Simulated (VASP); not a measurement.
# Fe (Im-3m) in VASP: notebook

The runs below take Fe through single point, relaxation of cell and atoms, with LDA.

Program: VASP 6.6.1. These are calculated values, not measurements. Logs are shortened: lines on timing, memory, paths and dates and some standing lists are left out, and cuts for length are marked.

### Step 1. The cell of the first run

Symmetry: Im-3m, No. 229, cubic system. Conventional cell: a = 2.751 Å, b = 2.751 Å, c = 2.751 Å, α = 90.00°, β = 90.00°, γ = 90.00°. Fe (site symmetry m-3m) has 14 Fe at 2.38 to 2.75 Å within 3.1 Å.

### Step 2. Single point, LDA, collinear spin, ferromagnetic start

Input file INCAR:

```
SYSTEM = Fe
  PREC = Accurate
  ENCUT = 520
  EDIFF = 1E-6
  ISMEAR = 0
  SIGMA = 0.1
  LREAL = .FALSE.
  LASPH = .TRUE.
  NELM = 150
  ALGO = Fast
  ISIF = 2
  LWAVE = .FALSE.
  LCHARG = .FALSE.
  ISPIN = 2
  MAGMOM = 2.22
  LORBIT = 11
  LMAXMIX = 4
  NBANDS = 14
```

Input file KPOINTS:

```
Automatic mesh
0
G
  22 22 22
  0 0 0
```

Input file POSCAR:

```
Fe
1.0
   -1.3753074655      1.3753074655      1.3753074655
    1.3753074655     -1.3753074655      1.3753074655
    1.3753074655      1.3753074655     -1.3753074655
Fe
1
Direct
    0.0000000000      0.0000000000      0.0000000000
```

Potentials or basis: VASP PAW LDA potentials, release 64 (Fe).

Launch:

```
cat potpaw_LDA.64/Fe/POTCAR > POTCAR
mpirun -np 1 vasp_std > vasp.out
```

OUTCAR:

```text
SYSTEM = Fe
   PREC = Accurate
   ENCUT = 520
   EDIFF = 1E-6
   ISMEAR = 0
   LREAL = .FALSE.
   LASPH = .TRUE.
   NELM = 150
   ISIF = 2
   ISPIN = 2
   LORBIT = 11

 ion  position               nearest neighbor table
   1  0.000  0.000  0.000-

  LATTYP: Found a body centered cubic cell.
 ALAT       =     2.7506149310

  Lattice vectors:

 A1 = (  -1.3753074655,   1.3753074655,   1.3753074655)
 A2 = (   1.3753074655,  -1.3753074655,   1.3753074655)
 A3 = (   1.3753074655,   1.3753074655,  -1.3753074655)

Analysis of symmetry for initial positions (statically):
=====================================================================
 Subroutine PRICEL returns:
 Original cell was already a primitive cell.

 Routine SETGRP: Setting up the symmetry group for a
 body centered cubic supercell.

 Subroutine GETGRP returns: Found 48 space group operations
 (whereof 48 operations were pure point group operations)
 out of a pool of 48 trial point group operations.

The static configuration has the point symmetry O_h .

Analysis of symmetry for dynamics (positions and initial velocities):
=====================================================================
 Subroutine PRICEL returns:
 Original cell was already a primitive cell.

 Routine SETGRP: Setting up the symmetry group for a
 body centered cubic supercell.

 Subroutine GETGRP returns: Found 48 space group operations
 (whereof 48 operations were pure point group operations)
 out of a pool of 48 trial point group operations.

The dynamic configuration has the point symmetry O_h .

Analysis of structural, dynamic, and magnetic symmetry:
=====================================================================
 Subroutine PRICEL returns:
 Original cell was already a primitive cell.

 Routine SETGRP: Setting up the symmetry group for a
 body centered cubic supercell.

 Subroutine GETGRP returns: Found 48 space group operations
 (whereof 48 operations were pure point group operations)
 out of a pool of 48 trial point group operations.

The overall configuration has the point symmetry O_h .

 Subroutine INISYM returns: Found 48 space group operations
 (whereof 48 operations are pure point group operations),
 and found     1 'primitive' translations

----------------------------------------------------------------------------------------

                                     Primitive cell

  volume of cell :      10.4054

  direct lattice vectors                    reciprocal lattice vectors
    -1.375307465  1.375307465  1.375307465     0.000000000  0.363555069  0.363555069
     1.375307465 -1.375307465  1.375307465     0.363555069  0.000000000  0.363555069
     1.375307465  1.375307465 -1.375307465     0.363555069  0.363555069  0.000000000

  length of vectors
     2.382102406  2.382102406  2.382102406     0.514144509  0.514144509  0.514144509

  position of ions in fractional coordinates (direct lattice)
     0.000000000  0.000000000  0.000000000

  ion indices of the primitive-cell ions
   primitive index   ion index
                 1           1

----------------------------------------------------------------------------------------

 KPOINTS: Automatic mesh

Automatic generation of k-mesh.
 Grid dimensions read from file:
 generate k-points for:   22   22   22

 Generating k-lattice:

  Cartesian coordinates                     Fractional coordinates (reciprocal lattice)
     0.000000000  0.016525230  0.016525230     0.045454545  0.000000000  0.000000000
     0.016525230  0.000000000  0.016525230     0.000000000  0.045454545  0.000000000
     0.016525230  0.016525230  0.000000000     0.000000000  0.000000000  0.045454545

  Length of vectors
     0.023370205  0.023370205  0.023370205

  Shift w.r.t. Gamma in fractional coordinates (k-lattice)
     0.000000000  0.000000000  0.000000000

 Subroutine IBZKPT returns following result:
 ===========================================

 Found    328 irreducible k-points:

 Following reciprocal coordinates:
            Coordinates               Weight
  0.000000  0.000000  0.000000      1.000000
  0.045455  0.000000  0.000000     12.000000
  0.090909  0.000000  0.000000     12.000000
  0.136364  0.000000  0.000000     12.000000
  0.181818  0.000000  0.000000     12.000000
  0.227273  0.000000  0.000000     12.000000
[... 16 lines left out ...]
  0.090909  0.090909  0.000000     24.000000
  0.136364  0.090909  0.000000     48.000000
 [... further k-points ...]
   k-points           NKPTS =    328   k-points in BZ     NKDIM =    328   number of bands    NBANDS=     14
   number of dos      NEDOS =    301   number of ions     NIONS =      1
   total plane-waves  NPLWV =   5832
   dimension x,y,z NGX =    18 NGY =   18 NGZ =   18
   dimension x,y,z NGXF=    36 NGYF=   36 NGZF=   36
   ions per type =               1
   NGX,Y,Z   is equivalent  to a cutoff of  12.56, 12.56, 12.56 a.u.
   NGXF,Y,Z  is equivalent  to a cutoff of  25.12, 25.12, 25.12 a.u.
 SYSTEM =  Fe
   PREC   = accura    normal or accurate (medium, high low for compatibility)
   ISTART =      0    job   : 0-new  1-cont  2-samecut
   ICHARG =      2    charge: 1-file 2-atom 10-const
   ISPIN  =      2    spin polarized calculation?
   LNONCOLLINEAR =      F non collinear calculations
   LSORBIT =      F    spin-orbit coupling
   LASPH  =      T    aspherical Exc in radial PAW
   ENCUT  =  520.0 eV  38.22 Ry    6.18 a.u.   4.43  4.43  4.43*2*pi/ulx,y,z
   NELM   =    150;   NELMIN=  2; NELMDL= -5     # of ELM steps
   EDIFF  = 0.1E-05   stopping-criterion for ELM
   LREAL  =      F    real-space projection
   EDIFFG = 0.1E-04   stopping-criterion for IOM
   NSW    =      0    number of steps for IOM
   IBRION =     -1    ionic relax: 0-MD 1-quasi-New 2-CG
   NFREE  =      0    steps in history (QN), initial steepest desc. (CG)
   ISIF   =      2    stress and relaxation
   ISYM   =      2    0-nonsym 1-usesym 2-fastsym
   POTIM  = 0.5000    time-step for ionic-motion
   TEBEG  =    0.0;   TEEND  =   0.0 temperature during run
   PSTRESS=    0.0 pullay stress
   NELECT =       8.0000    total number of electrons
   NUPDOWN=      -1.0000    fix difference up-down
   EMIN   =  10.00;   EMAX   =-10.00  energy-range for DOS
   EFERMI =   0.00;   METHOD = LEGACY
   ISMEAR =     0;   SIGMA  =   0.10  broadening in eV -4-tet -1-fermi 0-gaus
   EFERMI_NEDOS =   21; number of points for ismear=-14 and -15
   IALGO  =     68    algorithm
   IMIX   =      4    mixing-type and parameters
     AMIX     =   0.40;   BMIX     =  1.00
     AMIX_MAG =   1.60;   BMIX_MAG =  1.00
  volume/ion in A,a.u.               =      10.41        70.22
  Fermi-wavevector in a.u.,A,eV,Ry     =   1.499748  2.834113 30.602833  2.249245
  Thomas-Fermi vector in A             =   2.611338
   LORBIT       =     11    0 simple, 1 ext, 2 COOP (PROOUT), +10 PAW based schemes
   GGA     = CA    functional components
   LHFCALC =     F    Hartree Fock is set to
   AEXX    =    0.0000 exact exchange contribution
   IVDW    =     0    specifies the selected vdW correction
   LEPSILON=     F    determine dielectric tensor
   LRPA    =     F    only Hartree local field effects (RPA)
 spin polarized calculation
 RMM-DIIS sequential band-by-band and
 Gauss-broadening in eV      SIGMA  =   0.10
  energy-cutoff  :      520.00
  volume of cell :       10.41
 maximum number of plane-waves:       321
 NGX is ok and might be reduce to    18
   NGX =  9   NGY =  9   NGZ =  9

 number of electron       7.9999993 magnetization       1.9509681

 Free energy of the ion-electron system (eV)
  ---------------------------------------------------
  ext. energy  EPLUGINS =         0.00000000
  ---------------------------------------------------
  free energy    TOTEN  =        -9.22547494 eV

  energy without entropy =       -9.21974164  energy(sigma->0) =       -9.22260829

 E-fermi :   6.7057     XC(G=0): -13.9198

 val. band max:        6.7051685118   @ k =  -0.3636   0.4091   0.0909
 cond. band min:       6.7060527176   @ k =  -0.3182   0.3182   0.1818
 fundamental gap:      0.0008842058
 Fermi energy:         6.7057325477

 spin component 1

 k-point     1 :       0.0000    0.0000    0.0000
  band No.  band energies     occupation
      1      -2.3884      1.00000
      2       4.2095      1.00000
      3       4.2095      1.00000
      4       4.2095      1.00000
      5       5.7558      1.00000
      6       5.7558      1.00000
      7      32.3796      0.00000
      8      32.3796      0.00000
      9      32.3796      0.00000
     10      38.1201      0.00000
     11      38.1201      0.00000
     12      40.7998      0.00000
     13      40.7998      0.00000
     14      40.7998      0.00000
[... 375 lines left out ...]
 k-point    24 :       0.1364    0.0909    0.0000
  band No.  band energies     occupation
      1      -0.7612      1.00000
      2       3.8252      1.00000
      3       3.9452      1.00000
      4       5.2196      1.00000
      5       5.4344      1.00000
      6       5.8573      1.00000
      7      26.5921      0.00000
      8      28.3616      0.00000
      9      32.7153      0.00000
     10      33.1513      0.00000
     11      37.0841      0.00000
     12      38.7023      0.00000
     13      42.7163      0.00000
     14      42.7643      0.00000

 [... further k-points ...]

 spin component 2

 k-point     1 :       0.0000    0.0000    0.0000
  band No.  band energies     occupation
      1      -2.0165      1.00000
      2       5.7921      1.00000
      3       5.7921      1.00000
      4       5.7921      1.00000
      5       7.8529      0.00000
      6       7.8529      0.00000
      7      32.5514      0.00000
      8      32.5514      0.00000
      9      32.5514      0.00000
     10      38.5945      0.00000
     11      38.5945      0.00000
     12      41.5778      0.00000
     13      41.5778      0.00000
     14      41.5778      0.00000
[... 375 lines left out ...]
 k-point    24 :       0.1364    0.0909    0.0000
  band No.  band energies     occupation
      1      -0.3647      1.00000
      2       5.3502      1.00000
      3       5.4781      1.00000
      4       6.8565      0.01651
      5       7.4434      0.00000
      6       7.9624      0.00000
      7      27.2062      0.00000
      8      28.8877      0.00000
      9      33.1079      0.00000
     10      33.7858      0.00000
     11      37.5623      0.00000
     12      39.3414      0.00000
     13      43.1845      0.00000
     14      43.4051      0.00000

 [... further k-points ...]

------------------------ aborting loop because EDIFF is reached ----------------------------------------

  FORCE on cell =-STRESS in cart. coord.  units (eV):
  Direction    XX          YY          ZZ          XY          YZ          ZX
  --------------------------------------------------------------------------------------
  -------------------------------------------------------------------------------------
  Total       -0.0781607     -0.0781607     -0.0781607      0.0000000     -0.0000000      0.0000000
  in kB      -12.0348262    -12.0348262    -12.0348262      0.0000000     -0.0000000      0.0000000
  external PRESSURE =     -12.0348262 kB  Pullay stress =       0.0000000 kB

 VOLUME and BASIS-vectors are now :
 -----------------------------------------------------------------------------
  energy-cutoff  :      520.00
  volume of cell :       10.41
      direct lattice vectors                 reciprocal lattice vectors
    -1.375307465  1.375307465  1.375307465     0.000000000  0.363555069  0.363555069
     1.375307465 -1.375307465  1.375307465     0.363555069  0.000000000  0.363555069
     1.375307465  1.375307465 -1.375307465     0.363555069  0.363555069  0.000000000

 POSITION                                       TOTAL-FORCE (eV/Angst)
 -----------------------------------------------------------------------------------
      0.00000      0.00000      0.00000        -0.000000     -0.000000     -0.000000
 -----------------------------------------------------------------------------------
    total drift:                                0.000000      0.000000     -0.000000

  FREE ENERGIE OF THE ION-ELECTRON SYSTEM (eV)
  ---------------------------------------------------
  free  energy   TOTEN  =        -9.2254749390 eV

  energy  without entropy=       -9.2197416382  energy(sigma->0) =       -9.22260829

 total charge

# of ion       s       p       d       tot
------------------------------------------
    1        0.527   0.616   6.332   7.475

 magnetization (x)

# of ion       s       p       d       tot
------------------------------------------
    1       -0.009  -0.034   1.962   1.918
```

It took 43 s on 1 thread of Intel Xeon 6975P-C, shared host; peak memory 0.18 GiB.

Results:

| Item | Value |
| --- | --- |
| Free energy | -9.2255 eV |
| Pressure | -1.2 GPa |
| Net moment | 1.95 μB per cell |
| Site moments | Fe +1.92 μB |
| Valence electrons inside the program's atomic spheres | Fe 7.47 |

[end of part 1 of 2]
